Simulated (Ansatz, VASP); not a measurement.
Two plane-wave programs on ZrH5

The input INCAR:

```
SYSTEM = ZrH5
PREC = Accurate
ENCUT = 500
EDIFF = 1E-6
ISMEAR = 0
SIGMA = 0.1
LREAL = .False.
LASPH = .True.
NELM = 120
ALGO = Normal
ISIF = 2
LWAVE = .False.
LCHARG = .False.
GGA = PE
NBANDS = 18
GGA_COMPAT = .False.
```

Contents of KPOINTS:

```
regular mesh
0
Gamma
  6 6 4
  0 0 0
```

POSCAR

```
ZrH5
1.0
    3.2738559106      0.0000000000      0.0000000000
   -1.6369279553      2.8352423869      0.0000000000
    0.0000000000      0.0000000000      4.0986596664
Zr H
1 5
Direct
    0.0000000000      0.0000000000      0.5000000000
    0.3333333333      0.6666666667      0.2635021919
    0.6666666667      0.3333333333      0.2635021919
    0.0000000000      0.0000000000      0.0000000000
    0.3333333333      0.6666666667      0.7364978081
    0.6666666667      0.3333333333      0.7364978081
```

Input for Ansatz:

```yaml
crystal:
  lattice:
    - [3.2738559106, 0.0, 0.0]
    - [-1.6369279553, 2.8352423869, 0.0]
    - [0.0, 0.0, 4.0986596664]
  atoms:
    - { symbol: Zr, position: [0.0, 0.0, 0.5] }
    - { symbol: H, position: [0.3333333333, 0.6666666667, 0.2635021919] }
    - { symbol: H, position: [0.6666666667, 0.3333333333, 0.2635021919] }
    - { symbol: H, position: [0.0, 0.0, 0.0] }
    - { symbol: H, position: [0.3333333333, 0.6666666667, 0.7364978081] }
    - { symbol: H, position: [0.6666666667, 0.3333333333, 0.7364978081] }
basis:
  ecutwfc: 420
kpoints:
  mp_grid: { grid: [6, 6, 4] }
hamiltonian:
  xc: pbe
scf:
  occupations: { method: gaussian, width: 0.1 }
  lower_state_search: "off"
output:
  forces: true
  stress: true
  eigenvalues: true
```

Change from the starting cell: species swapped into the YMg5 type (C2/m, No. 12).

Alike in both runs: task single point; functional PBE; k mesh 6 × 6 × 4; occupations gaussian, width 0.1 eV; no spin polarisation.

|  | VASP | Ansatz |
| --- | --- | --- |
| version | VASP 6.6.1 | Ansatz 0.2.0 |
| potentials or method | VASP PAW PBE potentials, release 64 (Zr_sv, H), cutoff 500 eV | scalar-relativistic, plane waves, PAW |
| valence electrons in the cell | 17 | 17 |

|  | VASP | Ansatz | Ansatz less VASP |
| --- | --- | --- | --- |
| gap on the k mesh at the Fermi level (eV) | none | none | - |
| pressure (GPa) | 0.2 | 0.4 | +0.15 |
| traceless stress, the component that is largest in VASP (GPa) | 0.30 | 0.33 | +0.029 |
| rms of the force components (eV/Å) | 0.012 | 0.009 | -0.0029 |

Atom by atom the forces differ by 0.003 eV/Å (rms over components). A gap of «none» marks a metal or a gap that the smearing closes. With one functional, cell and mesh, what is left measures potentials, basis and numerics.

The k mesh is coarse, so the values compare programs but aren't converged.
